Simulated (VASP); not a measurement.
AlN, 2 atoms in the cell. The structure is cubic, space group Fm-3m (No. 225). The conventional cell has a = 4.069 Å, b = 4.069 Å, c = 4.069 Å, α = 90.00°, β = 90.00°, γ = 90.00°. Al (site symmetry m-3m) has 6 N at 2.03 Å within 2.7 Å. N (site symmetry m-3m) has 6 Al at 2.03 Å within 2.7 Å. 

| Item | Value |
| --- | --- |
| Program | VASP 6.6.1 |
| Task | single point |
| Functional | PBEsol |
| Potentials or basis | VASP PAW PBE potentials, release 64 (Al, N) |
| Cutoff | 520 eV |
| k mesh | 10 × 10 × 10 |
| Occupations | gaussian, width 0.05 eV |
| Spin | no spin polarisation |
| Dipole correction | no |
| Further INCAR settings | ALGO = Normal; EDIFF = 1e-07; NBANDS = 11 |

Potentials or basis: VASP PAW PBE potentials, release 64 (Al, N).

Launch:

```console
$ cat potpaw_PBE.64/Al/POTCAR potpaw_PBE.64/N/POTCAR > POTCAR
$ mpirun -np 1 vasp_std > vasp.out
```

Hardware: 1 thread of Intel Xeon 8259CL (shared host).

**Question.** How long does it take, and how much memory?

**Answer.** It took 12 s on 1 thread of Intel Xeon 8259CL, on a shared host, peak memory 0.13 GiB. Counts: scf iterations 13, k points 47.
